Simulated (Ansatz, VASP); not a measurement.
**Ge in VASP and in Ansatz**

The input INCAR:

```
PREC     = Accurate       # precision mode
ENCUT    = 520            # plane-wave cutoff, eV
EDIFF    = 1E-7           # SCF threshold, eV
ISMEAR   = -1             # smearing method
SIGMA    = 0.05           # smearing width, eV
LREAL    = False          # projectors in reciprocal space
LASPH    = True           # aspherical terms in the spheres
NELM     = 100            # most SCF steps
ALGO     = Normal         # electronic algorithm
ISIF     = 2              # what is computed and relaxed
LWAVE    = False          # write WAVECAR
LCHARG   = True           # write CHGCAR
GGA      = PS             # functional
LELF     = True           # ELF
LVHAR    = True         
NBANDS   = 21             # bands
```

Contents of KPOINTS:

```
regular mesh
0
Gamma
  10 10 6
```

POSCAR

```
Ge
1.0
    1.5031604486     -2.6210323119      0.0000000000
    1.5031604486      2.6210323119      0.0000000000
    0.0000000000      0.0000000000      4.6330438742
Ge
2
Direct
    0.3334466300      0.6665533700      0.2500000000
    0.6665533700      0.3334466300      0.7500000000
```

The input input.yaml:

```yaml
crystal:
  lattice:
    - [1.5031604486, -2.6210323119, 0.0]
    - [1.5031604486, 2.6210323119, 0.0]
    - [0.0, 0.0, 4.6330438742]
  atoms:
    - { symbol: Ge, position: [0.33344663, 0.66655337, 0.25] }
    - { symbol: Ge, position: [0.66655337, 0.33344663, 0.75] }
kpoints:
  mp_grid: { grid: [10, 10, 6] }
  band_path:
    path:
      - [0.0, 0.0, 0.0]
      - [0.3322253894, 0.3322253894, 0.0]
      - [0.0, 0.5, 0.0]
      - [0.0, 0.5, 0.5]
      - [0.3322253894, 0.3322253894, 0.5]
      - [0.0, 0.0, 0.5]
      - [0.0, 0.0, 0.0]
      - [-0.5, 0.5, 0.0]
    npoints: 6
scf:
  occupations: { method: fermi_dirac, width: 0.05 }
hamiltonian:
  xc: pbesol
  pseudopotentials: { kind: all_electron, lapw: { basis_error: 0.001 } }
output:
  forces: true
  stress: true
  eigenvalues: true
```

Change from the starting cell: strain_z_fixed_volume = -0.02.

Alike in both runs: functional PBEsol; k mesh 10 × 10 × 6; occupations fermi-dirac, width 0.05 eV; no spin polarisation.

```csv
,VASP,Ansatz
version,VASP 6.6.1,Ansatz 0.2.0
potentials or method,"VASP PAW PBE potentials, release 64 (Ge_d), cutoff 520 eV","all-electron LAPW, scalar-relativistic"
task,single point,band structure
```

|  | VASP | Ansatz | Ansatz less VASP |
| --- | --- | --- | --- |
| gap on the k mesh at the Fermi level (eV) | none | none | - |
| pressure (GPa) | 0.6 | 0.6 | 0.00 |
| traceless stress, the component that is largest in VASP (GPa) | 3.94 | 3.93 | -0.008 |

VASP's potentials were made for PBE, not for PBEsol. A gap of «none» marks a metal or a gap that the smearing closes. Ansatz ran all-electron here, and VASP with PAW potentials.
